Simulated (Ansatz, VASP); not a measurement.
# One calculation of Pt, two programs

```
CELL_PARAMETERS angstrom
0.00000 1.94394 1.94394
1.94394 0.00000 1.94394
1.94394 1.94394 0.00000
ATOMIC_POSITIONS crystal
Pt 0.00000 0.00000 0.00000
```

Alike in both runs: task single point; functional r2SCAN; k mesh 22 × 22 × 22; occupations fermi-dirac, width 0.1 eV; no spin polarisation.

|  | VASP | Ansatz |
| --- | --- | --- |
| version | VASP 6.6.1 | Ansatz 0.2.0 |
| potentials or method | VASP PAW PBE potentials, release 64 (Pt_sv_GW), cutoff 630 eV | plane waves (500 eV) with PAW, scalar-relativistic |
| valence electrons in the cell | 18 | 18 |

|  | VASP | Ansatz | Ansatz less VASP |
| --- | --- | --- | --- |
| pressure (GPa) | 11.7 | 12.4 | +0.77 |

VASP's potentials were made for PBE, not for r2SCAN.

Spin-orbit coupling is off throughout.
